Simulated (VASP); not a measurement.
# CuO in VASP: further runs

The runs below take CuO through single point, with PBE.

Program: VASP 6.6.1. These are calculated values, not measurements. Logs are shortened: lines on timing, memory, paths and dates and some standing lists are left out, and cuts for length are marked.

## Step 1: The cell of the first run

Symmetry: P4_2/mmc, No. 131, tetragonal system. The conventional cell has a = 3.467 Å, b = 3.467 Å, c = 4.317 Å, α = 90.00°, β = 90.00°, γ = 90.00°. Cu (site symmetry mmm) has 4 O at 2.04 Å within 2.7 Å. Within 2.7 Å of O (site symmetry -4m2) lie 4 Cu at 2.04 Å and 2 O at 2.16 Å.

## Step 2: Single point, PBE

INCAR reads:

```
ALGO = Normal
EDIFF = 1E-7
ENCUT = 520
GGA = PE
ISIF = 2
ISMEAR = -1
LASPH = T
LCHARG = F
LREAL = F
LWAVE = F
NBANDS = 25
NELM = 100
PREC = Accurate
SIGMA = 0.05
```

KPOINTS reads:

```
k-points
0
Gamma
  8 8 6
```

POSCAR reads:

```
CuO
1.0
    3.4670831206      0.0000000000      0.0000000000
    0.0000000000      3.4670831206      0.0000000000
    0.0000000000      0.0000000000      4.3165266131
Cu O
2 2
Direct
    0.0000000000      0.5000000000      0.0000000000
    0.5000000000      0.0000000000      0.5000000000
    0.0000000000      0.0000000000      0.2500000000
    0.0000000000      0.0000000000      0.7500000000
```

Potentials or basis: VASP PAW PBE potentials, release 64 (Cu, O).

Launch:

```console
> cat potpaw_PBE.64/Cu/POTCAR potpaw_PBE.64/O/POTCAR > POTCAR
> mpirun -np 1 vasp_std > vasp.out
```

OUTCAR:

```text
EDIFF = 1E-7
   ENCUT = 520
   GGA = PE
   ISIF = 2
   ISMEAR = -1
   LASPH = T
   LREAL = F
   NELM = 100
   PREC = Accurate

 ion  position               nearest neighbor table
   1  0.000  0.500  0.000-   3 2.04   4 2.04   3 2.04   4 2.04
   2  0.500  0.000  0.500-   3 2.04   4 2.04   3 2.04   4 2.04
   3  0.000  0.000  0.250-   1 2.04   2 2.04   1 2.04   2 2.04
   4  0.000  0.000  0.750-   1 2.04   2 2.04   1 2.04   2 2.04

  LATTYP: Found a simple tetragonal cell.
 ALAT       =     3.4670831206
 C/A-ratio  =     1.2450023443

  Lattice vectors:

 A1 = (   3.4670831206,   0.0000000000,   0.0000000000)
 A2 = (   0.0000000000,   3.4670831206,   0.0000000000)
 A3 = (   0.0000000000,   0.0000000000,   4.3165266131)

Analysis of symmetry for initial positions (statically):
=====================================================================
 Subroutine PRICEL returns:
 Original cell was already a primitive cell.

 Routine SETGRP: Setting up the symmetry group for a
 simple tetragonal supercell.

 Subroutine GETGRP returns: Found 16 space group operations
 (whereof  8 operations were pure point group operations)
 out of a pool of 16 trial point group operations.

The static configuration has the point symmetry D_2h.
 The point group associated with its full space group is D_4h.

Analysis of symmetry for dynamics (positions and initial velocities):
=====================================================================
 Subroutine PRICEL returns:
 Original cell was already a primitive cell.

 Routine SETGRP: Setting up the symmetry group for a
 simple tetragonal supercell.

 Subroutine GETGRP returns: Found 16 space group operations
 (whereof  8 operations were pure point group operations)
 out of a pool of 16 trial point group operations.

The dynamic configuration has the point symmetry D_2h.
 The point group associated with its full space group is D_4h.

 Subroutine INISYM returns: Found 16 space group operations
 (whereof  8 operations are pure point group operations),
 and found     1 'primitive' translations

----------------------------------------------------------------------------------------

[... 85 lines left out ...]
   NGXF,Y,Z  is equivalent  to a cutoff of  26.85, 26.85, 24.65 a.u.
 SYSTEM =  unknown system
   PREC   = accura    normal or accurate (medium, high low for compatibility)
   ISTART =      0    job   : 0-new  1-cont  2-samecut
   ICHARG =      2    charge: 1-file 2-atom 10-const
   ISPIN  =      1    spin polarized calculation?
   LNONCOLLINEAR =      F non collinear calculations
   LSORBIT =      F    spin-orbit coupling
   LASPH  =      T    aspherical Exc in radial PAW
   ENCUT  =  520.0 eV  38.22 Ry    6.18 a.u.   6.45  6.45  8.03*2*pi/ulx,y,z
   NELM   =    100;   NELMIN=  2; NELMDL= -5     # of ELM steps
   EDIFF  = 0.1E-06   stopping-criterion for ELM
   LREAL  =      F    real-space projection
   EDIFFG = 0.1E-05   stopping-criterion for IOM
   NSW    =      0    number of steps for IOM
   IBRION =     -1    ionic relax: 0-MD 1-quasi-New 2-CG
   NFREE  =      0    steps in history (QN), initial steepest desc. (CG)
   ISIF   =      2    stress and relaxation
   ISYM   =      2    0-nonsym 1-usesym 2-fastsym
   POTIM  = 0.5000    time-step for ionic-motion
   TEBEG  =    0.0;   TEEND  =   0.0 temperature during run
   PSTRESS=    0.0 pullay stress
   NELECT =      34.0000    total number of electrons
   NUPDOWN=      -1.0000    fix difference up-down
   EMIN   =  10.00;   EMAX   =-10.00  energy-range for DOS
   EFERMI =   0.00;   METHOD = LEGACY
   ISMEAR =    -1;   SIGMA  =   0.05  broadening in eV -4-tet -1-fermi 0-gaus
   EFERMI_NEDOS =   21; number of points for ismear=-14 and -15
   IALGO  =     38    algorithm
   IMIX   =      4    mixing-type and parameters
     AMIX     =   0.40;   BMIX     =  1.00
     AMIX_MAG =   1.60;   BMIX_MAG =  1.00
  volume/ion in A,a.u.               =      12.97        87.54
  Fermi-wavevector in a.u.,A,eV,Ry     =   1.421936  2.687070 27.509661  2.021903
  Thomas-Fermi vector in A             =   2.542693
   LORBIT       =      0    0 simple, 1 ext, 2 COOP (PROOUT), +10 PAW based schemes
   GGA     = PE    functional components
   LHFCALC =     F    Hartree Fock is set to
   AEXX    =    0.0000 exact exchange contribution
   IVDW    =     0    specifies the selected vdW correction
   LEPSILON=     F    determine dielectric tensor
   LRPA    =     F    only Hartree local field effects (RPA)
 non-spin polarized calculation
  energy-cutoff  :      520.00
  volume of cell :       51.89
 maximum number of plane-waves:      1424
 NGX is ok and might be reduce to    28
   NGX = 13   NGY = 13   NGZ = 17

 number of electron      33.9999993 magnetization

 Free energy of the ion-electron system (eV)
  ---------------------------------------------------
  ext. energy  EPLUGINS =         0.00000000
  ---------------------------------------------------
  free energy    TOTEN  =       -18.23358171 eV

  energy without entropy =      -18.21311119  energy(sigma->0) =      -18.22334645

 E-fermi :   3.5627     XC(G=0): -10.4294

 val. band max:        3.5615474574   @ k =   0.2500   0.1250   0.1667
 cond. band min:       3.5899455901   @ k =   0.3750   0.1250   0.1667
 fundamental gap:      0.0283981328
 Fermi energy:         3.5626976351

 k-point     1 :       0.0000    0.0000    0.0000
  band No.  band energies     occupation
      1     -16.1572      2.00000
      2     -13.5652      2.00000
      3      -3.9226      2.00000
      4      -1.3949      2.00000
      5      -1.3949      2.00000
      6      -0.8930      2.00000
[... 661 lines left out ...]
     24      14.6713      0.00000
     25      17.3586      0.00000

 [... further k-points ...]
[... 5 lines left out ...]
  --------------------------------------------------------------------------------------
  -------------------------------------------------------------------------------------
  Total       -5.5504784     -5.5504784      4.8840562      0.0000000      0.0000000      0.0000000
  in kB     -171.3870751   -171.3870751    150.8093622      0.0000000      0.0000000      0.0000000
  external PRESSURE =     -63.9882627 kB  Pullay stress =       0.0000000 kB

 VOLUME and BASIS-vectors are now :
 -----------------------------------------------------------------------------
  energy-cutoff  :      520.00
  volume of cell :       51.89
      direct lattice vectors                 reciprocal lattice vectors
     3.467083121  0.000000000  0.000000000     0.288426889  0.000000000  0.000000000
     0.000000000  3.467083121  0.000000000     0.000000000  0.288426889  0.000000000
     0.000000000  0.000000000  4.316526613     0.000000000  0.000000000  0.231667748

 POSITION                                       TOTAL-FORCE (eV/Angst)
 -----------------------------------------------------------------------------------
      0.00000      1.73354      0.00000         0.000000     -0.000000     -0.000000
      1.73354      0.00000      2.15826         0.000000     -0.000000     -0.000000
      0.00000      0.00000      1.07913         0.000000     -0.000000     -0.000000
      0.00000      0.00000      3.23739         0.000000      0.000000      0.000000
 -----------------------------------------------------------------------------------
    total drift:                                0.000000      0.000000      0.000000

  FREE ENERGIE OF THE ION-ELECTRON SYSTEM (eV)
  ---------------------------------------------------
  free  energy   TOTEN  =       -18.2335817081 eV

  energy  without entropy=      -18.2131111927  energy(sigma->0) =      -18.22334645
```

OSZICAR:

```text
N       E                     dE             d eps       ncg     rms          rms(c)
DAV:   1     0.302422562567E+03    0.30242E+03   -0.16140E+04  3040   0.198E+03
DAV:   2     0.162947115126E+02   -0.28613E+03   -0.26288E+03  3097   0.378E+02
DAV:   3    -0.236504800480E+02   -0.39945E+02   -0.37164E+02  3972   0.158E+02
DAV:   4    -0.250422083773E+02   -0.13917E+01   -0.13848E+01  3624   0.303E+01
DAV:   5    -0.250685397819E+02   -0.26331E-01   -0.26321E-01  3805   0.378E+00    0.196E+01
DAV:   6    -0.264783571204E+02   -0.14098E+01   -0.50245E+01  4110   0.169E+02    0.191E+01
DAV:   7    -0.181955248476E+02    0.82828E+01   -0.17471E+01  3870   0.117E+02    0.368E+00
DAV:   8    -0.182569312184E+02   -0.61406E-01   -0.24640E+00  4491   0.186E+01    0.122E+00
DAV:   9    -0.182361412484E+02    0.20790E-01   -0.83735E-02  4112   0.483E+00    0.416E-01
DAV:  10    -0.182348529348E+02    0.12883E-02   -0.64771E-03  3995   0.887E-01    0.355E-01
DAV:  11    -0.182340371508E+02    0.81578E-03   -0.80002E-03  4781   0.205E+00    0.190E-01
DAV:  12    -0.182337076681E+02    0.32948E-03   -0.25001E-03  4897   0.118E+00    0.922E-02
DAV:  13    -0.182335817682E+02    0.12590E-03   -0.36761E-04  4597   0.529E-01    0.191E-02
DAV:  14    -0.182335817056E+02    0.62583E-07   -0.73749E-05  4603   0.132E-01    0.578E-03
DAV:  15    -0.182335817712E+02   -0.65513E-07   -0.14904E-06  4213   0.161E-02    0.374E-03
DAV:  16    -0.182335817081E+02    0.63060E-07   -0.39299E-07  3243   0.133E-02
   1 F= -.18233582E+02 E0= -.18223346E+02  d E =-.204705E-01
```

stdout:

```text
POSCAR found type information on POSCAR CuO
 POSCAR found :  2 types and       4 ions
 scaLAPACK will be used
 LDA part: xc-table for (Slater+PW92), standard interpolation
 POSCAR, INCAR and KPOINTS ok, starting setup
 FFT: planning ... GRIDC
 FFT: planning ... GRID_SOFT
 FFT: planning ... GRID
 WAVECAR not read
 entering main loop
```

Wall time 1.7 min (1 thread of Intel Xeon Platinum 8488C (Sapphire Rapids), shared host); peak memory 0.2 GiB.

Results:

| Quantity | Value |
| --- | --- |
| Free energy | -18.2336 eV |
| Pressure | -6.4 GPa |
| Band gap on the k mesh | zero (band 17 reaches 4.17 eV, above the bottom of band 18 at 2.44 eV) |

Levels at points of the mesh, in eV from the Fermi level:
| k point | band 15 | band 16 | band 17 | band 18 | band 19 | band 20 |
| --- | --- | --- | --- | --- | --- | --- |
| (0.00, 0.00, 0.00) | -1.20 | 0.45 | 0.46 | 0.62 | 0.62 | 6.10 |
| (0.50, 0.00, 0.00) | -1.64 | -1.64 | 0.52 | 0.93 | 3.79 | 3.98 |
| (0.50, 0.50, 0.00) | -1.76 | -1.42 | -1.42 | 1.03 | 1.28 | 7.63 |
| (0.00, 0.00, 0.50) | -1.58 | -1.58 | -0.03 | -0.03 | 2.23 | 2.23 |
| (0.50, 0.00, 0.50) | -1.78 | -1.69 | -0.72 | 0.41 | 3.96 | 5.04 |
| (0.50, 0.50, 0.50) | -1.50 | -1.50 | -1.13 | -1.13 | 3.65 | 3.65 |

Caveat: semilocal functionals often make such compounds metallic where correlation or magnetic order opens a gap, which also shifts bond lengths. With open d or f shells a metallic result of PBE can be an artefact of self-interaction; +U or a hybrid may open a gap.

## Step 3: Single point, PBE

This run uses another cell than the first one, of 13.22 Å³/atom, 1.019 times its volume.

INCAR reads:

```
SYSTEM = CuO
PREC = Accurate
ENCUT = 520
EDIFF = 1E-6
ISMEAR = -1
SIGMA = 0.05
LREAL = .False.
LASPH = .True.
NELM = 100
ALGO = Normal
ISIF = 2
LWAVE = .False.
LCHARG = .True.
GGA = PE
LELF = .True.
LVHAR = .True.
NBANDS = 25
```

KPOINTS reads:

```
Automatic mesh
0
Gamma
  8 8 6
  0 0 0
```

POSCAR reads:

```
CuO
1.0
    3.4891670480      0.0000000000      0.0000000000
    0.0000000000      3.4891670480      0.0000000000
    0.0000000000      0.0000000000      4.3440211544
Cu O
2 2
Direct
    0.0000000000      0.5000000000      0.0000000000
    0.5000000000      0.0000000000      0.5000000000
    0.0000000000      0.0000000000      0.2500000000
    0.0000000000      0.0000000000      0.7500000000
```

Potentials or basis: VASP PAW PBE potentials, release 64 (Cu, O).

Launch:

```console
> cat potpaw_PBE.64/Cu/POTCAR potpaw_PBE.64/O/POTCAR > POTCAR
> mpirun -np 1 vasp_std > vasp.out
```

Wall time 78 s (1 thread of Intel Xeon Platinum 8488C (Sapphire Rapids), shared host); peak memory 0.21 GiB.

It converged, with:

```yaml
Free_energy: -18.1894 eV
Pressure: -8.3 GPa
Band_gap_on_the_k_mesh: zero (band 17 reaches 3.95 eV, above the bottom of band 18 at 2.24 eV)
```

Stress tensor (GPa, compression positive):
```
-18.52   0.00   0.00
  0.00 -18.52   0.00
  0.00   0.00  12.22
```

Levels at points of the mesh, in eV from the Fermi level:
| k point | band 13 | band 14 | band 15 | band 16 | band 17 | band 18 | band 19 | band 20 | band 21 | band 22 |
| --- | --- | --- | --- | --- | --- | --- | --- | --- | --- | --- |
| (0.00, 0.00, 0.00) | -2.09 | -2.05 | -1.18 | 0.43 | 0.46 | 0.61 | 0.61 | 6.08 | 6.86 | 9.59 |
| (0.50, 0.00, 0.00) | -2.14 | -1.66 | -1.60 | -1.60 | 0.51 | 0.92 | 3.78 | 3.92 | 6.41 | 9.68 |
| (0.50, 0.50, 0.00) | -2.06 | -1.93 | -1.74 | -1.38 | -1.38 | 1.11 | 1.26 | 7.51 | 7.51 | 8.78 |
| (0.00, 0.00, 0.50) | -1.76 | -1.76 | -1.54 | -1.54 | -0.03 | -0.03 | 2.21 | 2.21 | 9.54 | 9.54 |
| (0.50, 0.00, 0.50) | -2.15 | -1.99 | -1.75 | -1.65 | -0.72 | 0.40 | 3.97 | 4.99 | 5.60 | 6.12 |
| (0.50, 0.50, 0.50) | -1.65 | -1.65 | -1.46 | -1.46 | -1.11 | -1.11 | 3.69 | 3.69 | 7.89 | 7.89 |

Caveat: semilocal functionals often make such compounds metallic where correlation or magnetic order opens a gap, which also shifts bond lengths.

## Step 4: Single point, PBE

This run uses another cell than the first one, of 12.47 Å³/atom, 0.961 times its volume.

INCAR reads:

```
SYSTEM = CuO
PREC = Accurate
ENCUT = 520
EDIFF = 1E-7
ISMEAR = -1
SIGMA = 0.05
LREAL = .False.
LASPH = .True.
NELM = 60
ALGO = Normal
ISIF = 2
LWAVE = .False.
LCHARG = .False.
GGA = PE
NBANDS = 25
```

KPOINTS reads:

```
regular mesh
0
Gamma
  7 7 5
  0 0 0
```

POSCAR reads:

```
CuO
1.0
    3.4220509700      0.0342205097      0.0000000000
    0.0342205097      3.4220509700      0.0000000000
    0.0000000000      0.0000000000      4.2604614800
Cu O
2 2
Direct
    0.0000000000      0.5000000000      0.0000000000
    0.5000000000      0.0000000000      0.5000000000
    0.0000000000      0.0000000000      0.2500000000
    0.0000000000      0.0000000000      0.7500000000
```

Launch:

```console
> cat potpaw_PBE.64/Cu/POTCAR potpaw_PBE.64/O/POTCAR > POTCAR
> mpirun -np 1 vasp_std > vasp.out
```

It took 36 s on 1 thread of Intel Xeon 6975P-C (Granite Rapids), shared host; peak memory 0.19 GiB.

The run converged. Its results:

```
Free energy            : -18.2834 eV
Pressure               : -2.3 GPa
Band gap on the k mesh : zero (band 17 reaches 4.65 eV, above the bottom of band 18 at 3.40 eV)
```

Stress tensor (GPa, compression positive):
```
-14.16  -0.40   0.00
 -0.40 -14.16   0.00
  0.00   0.00  21.27
```

Levels at points of the mesh, in eV from the Fermi level:
```
           k point  band 14  band 15  band 16  band 17  band 18  band 19  band 20  band 21
(0.00, 0.00, 0.00)    -2.22    -1.26     0.41     0.48     0.63     0.67     6.12     7.19
```

Caveat: semilocal functionals often make such compounds metallic where correlation or magnetic order opens a gap, which also shifts bond lengths.

## Step 5: The runs side by side

| cell | k mesh | gap on the mesh (eV) | pressure (GPa) |
| --- | --- | --- | --- |
| a = 3.467, b = 3.467, c = 4.317 Å, 4 atoms | 8 × 8 × 6 | none | -6.4 |
| a = 3.489, b = 3.489, c = 4.344 Å, 4 atoms | 8 × 8 × 6 | none | -8.3 |
| a = 3.422, b = 3.422, c = 4.260 Å, angles 90.0, 90.0, 88.9°, 4 atoms | 7 × 7 × 5 | none | -2.3 |

Alike in all rows: task single point; level PBE; potentials or basis VASP PAW PBE potentials, release 64 (Cu, O); no spin polarisation; cutoff (eV) 520; smearing fermi-dirac 0.05 eV.

Caveats: semilocal functionals often make such compounds metallic where correlation or magnetic order opens a gap, which also shifts bond lengths.

Total energies depend on the potentials used, so only differences within one code and one set of settings carry meaning.
